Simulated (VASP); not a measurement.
# Al18H in VASP: further runs, part 2 of 2

VASP 6.6.1. Earlier steps stand in the parts before.

## (3) Single point, PBEsol

Input file INCAR:

```
PREC     = Accurate       # precision mode
ENCUT    = 520            # plane-wave cutoff, eV
EDIFF    = 1E-6           # SCF threshold, eV
ISMEAR   = -1             # smearing method
SIGMA    = 0.1            # smearing width, eV
LREAL    = Auto         
LASPH    = True           # aspherical terms in the spheres
NELM     = 100            # most SCF steps
ALGO     = Normal         # electronic algorithm
ISIF     = 2              # what is computed and relaxed
LWAVE    = False          # write WAVECAR
LCHARG   = False          # write CHGCAR
GGA      = PS             # functional
NBANDS   = 42             # bands
```

Input file KPOINTS:

```
Automatic mesh
0
Gamma
  3 2 1
```

Input file POSCAR:

```
Al18H
1.0
    5.7275650000      0.0000000000      0.0000000000
    4.2956740000      7.4403250000      0.0000000000
    0.0000000000      0.0000000000     17.6765370000
Al H
18 1
Direct
    0.1666665958      0.1111111410      0.0565722234
    0.6666666831      0.1111111410      0.0565722234
    0.1666667458      0.4444444295      0.0565722234
    0.6666666585      0.4444444295      0.0565722234
    0.1666666204      0.7777778524      0.0565722234
    0.6666667077      0.7777778524      0.0565722234
   -0.1632220147      0.2198473857      0.1848242673
    0.3309247286      0.2234362074      0.1877386957
   -0.1661406021      0.5560689889      0.1884976678
    0.3320574461      0.5557384926      0.1886896738
   -0.1692869137      0.8919992070      0.1862273702
    0.3350503707      0.8876672726      0.1875740706
    0.0043408425     -0.0025880590      0.3194650626
    0.4961838026      0.0019296200      0.3192552930
   -0.0073519243      0.3255723372      0.3175604475
    0.5188529057      0.3237872002      0.3170548055
   -0.0140269866      0.6833042911      0.3181442723
    0.5009771925      0.6653404253      0.3196307059
    0.1658821320      0.4459699005      0.3581488275
```

Potentials or basis: VASP PAW PBE potentials, release 64 (Al, H).

Command:

```sh
> cat potpaw_PBE.64/Al/POTCAR potpaw_PBE.64/H/POTCAR > POTCAR
> mpirun -np 1 vasp_std > vasp.out
```

OUTCAR:

```text
PREC = Accurate
   ENCUT = 520
   EDIFF = 1E-6
   ISMEAR = -1
   LREAL = Auto
   LASPH = True
   NELM = 100
   ISIF = 2
   GGA = PS

 ion  position               nearest neighbor table
   1  0.167  0.111  0.057-   7 2.80   8 2.85  12 2.85   2 2.86   4 2.86   5 2.86   3 2.86   6 2.86
                             2 2.86
   2  0.667  0.111  0.057-   7 2.81  11 2.81   8 2.85   1 2.86   4 2.86   3 2.86   5 2.86   6 2.86
                             1 2.86
   3  0.167  0.444  0.057-   8 2.84   9 2.86  10 2.86   4 2.86   2 2.86   1 2.86   5 2.86   6 2.86
                             4 2.86
   4  0.667  0.444  0.057-   7 2.82   9 2.86   3 2.86   2 2.86   1 2.86   5 2.86   3 2.86   6 2.86
                            10 2.87
   5  0.167  0.778  0.057-  11 2.83  12 2.85  10 2.86   6 2.86   2 2.86   1 2.86   3 2.86   4 2.86
                             6 2.86
   6  0.667  0.778  0.057-  11 2.83  12 2.84   9 2.86   5 2.86   2 2.86   1 2.86   3 2.86   5 2.86
                             4 2.86
   7  0.837  0.220  0.185-   1 2.80   2 2.81   4 2.82  15 2.82  16 2.82  11 2.83   8 2.85  12 2.85
                             9 2.88   8 2.88  10 2.89  13 2.90
[... 252 lines left out ...]
      2      -8.2369      2.00000
      3      -7.2279      2.00000
      4      -7.1393      2.00000
      5      -6.1660      2.00000
      6      -5.4322      2.00000
[... 157 lines left out ...]
     38       3.0754      0.00000
     39       3.0843      0.00000
 [bands above 39 left out]

------------------------ aborting loop because EDIFF is reached ----------------------------------------

  FORCE on cell =-STRESS in cart. coord.  units (eV):
  Direction    XX          YY          ZZ          XY          YZ          ZX
  --------------------------------------------------------------------------------------
  -------------------------------------------------------------------------------------
  Total       -7.4205704     -7.4856628      0.0862187     -0.0264461     -0.0324908     -0.0101426
  in kB      -15.7829707    -15.9214171      0.1833804     -0.0562487     -0.0691055     -0.0215726
  external PRESSURE =     -10.5070025 kB  Pullay stress =       0.0000000 kB

 VOLUME and BASIS-vectors are now :
 -----------------------------------------------------------------------------
  energy-cutoff  :      520.00
  volume of cell :      753.28
      direct lattice vectors                 reciprocal lattice vectors
     5.727565000  0.000000000  0.000000000     0.174594265 -0.100802054  0.000000000
     4.295674000  7.440325000  0.000000000     0.000000000  0.134402731  0.000000000
     0.000000000  0.000000000 17.676537000     0.000000000  0.000000000  0.056572167

 POSITION                                       TOTAL-FORCE (eV/Angst)
 -----------------------------------------------------------------------------------
      1.43189      0.82670      1.00000        -0.004302     -0.015181     -0.063264
      4.29567      0.82670      1.00000         0.008625      0.006248     -0.083523
      2.86378      3.30681      1.00000        -0.004255      0.032481      0.093846
      5.72757      3.30681      1.00000         0.000237      0.005061      0.015513
      4.29567      5.78692      1.00000         0.006364     -0.019053     -0.012372
      7.15946      5.78692      1.00000        -0.004474      0.000661      0.027348
[... 11 lines left out ...]
      5.72746      4.95035      5.64996         0.008288      0.004201     -0.000614
      2.86584      3.31816      6.33083        -0.002485     -0.001005      0.003317
 -----------------------------------------------------------------------------------
    total drift:                               -0.002137      0.001052      0.005926

  FREE ENERGIE OF THE ION-ELECTRON SYSTEM (eV)
  ---------------------------------------------------
  free  energy   TOTEN  =       -72.4312727513 eV

  energy  without entropy=      -72.0696648722  energy(sigma->0) =      -72.25046881
```

OSZICAR:

```text
N       E                     dE             d eps       ncg     rms          rms(c)
DAV:   1     0.160258408074E+03    0.16026E+03   -0.16611E+04   336   0.929E+02
DAV:   2    -0.623975791370E+02   -0.22266E+03   -0.21371E+03   436   0.156E+02
DAV:   3    -0.753333416715E+02   -0.12936E+02   -0.12558E+02   440   0.364E+01
[... 14 lines left out ...]
DAV:  18    -0.724312099925E+02   -0.11177E-03   -0.64118E-06   424   0.679E-03    0.249E-03
DAV:  19    -0.724312614728E+02   -0.51480E-04   -0.30682E-06   292   0.396E-03    0.710E-04
DAV:  20    -0.724312699674E+02   -0.84946E-05   -0.38703E-07   266   0.189E-03    0.424E-04
DAV:  21    -0.724312723932E+02   -0.24258E-05   -0.10648E-07   258   0.113E-03    0.197E-04
DAV:  22    -0.724312727513E+02   -0.35816E-06   -0.24810E-08   242   0.687E-04
   1 F= -.72431273E+02 E0= -.72250469E+02  d E =-.361608E+00
```

stdout:

```text
POSCAR found type information on POSCAR AlH
 POSCAR found :  2 types and      19 ions
 scaLAPACK will be used
 -----------------------------------------------------------------------------
|                                                                             |
|                                                                             |
[... 21 lines left out ...]
|     Results are often still useful ...                                      |
|                                                                             |
 -----------------------------------------------------------------------------

 POSCAR, INCAR and KPOINTS ok, starting setup
 FFT: planning ... GRIDC
 FFT: planning ... GRID_SOFT
 FFT: planning ... GRID
 WAVECAR not read
 entering main loop
```

Wall time 2.7 min (1 thread of Intel Xeon 6975P-C (Granite Rapids), shared host); peak memory 0.79 GiB.

Results:

```
Free energy            : -72.4313 eV
Largest force          : 0.099 eV/Å
Band gap on the k mesh : zero (an odd number of electrons rules out a gap without spin polarisation)
```

Forces in eV/Å, atoms in the order of the input:
```
Al  -0.004 -0.015 -0.063
Al   0.009  0.006 -0.084
Al  -0.004  0.032  0.094
Al   0.000  0.005  0.016
Al   0.006 -0.019 -0.012
Al  -0.004  0.001  0.027
Al  -0.001 -0.001 -0.001
Al  -0.003  0.007 -0.002
Al   0.005 -0.008 -0.006
Al   0.000  0.001  0.000
Al  -0.011 -0.004  0.001
Al   0.008  0.002  0.003
Al  -0.005 -0.014  0.004
Al   0.007  0.010  0.005
Al   0.015  0.006  0.010
Al  -0.011  0.000  0.007
Al  -0.011 -0.013 -0.001
Al   0.008  0.004 -0.001
H   -0.002 -0.001  0.003
```

Caveat: the k points lie up to 0.42 Å⁻¹ apart, too coarse for converged energies and pressures of a metal; the PAW data sets were made with another functional, which shifts forces and pressure a little.
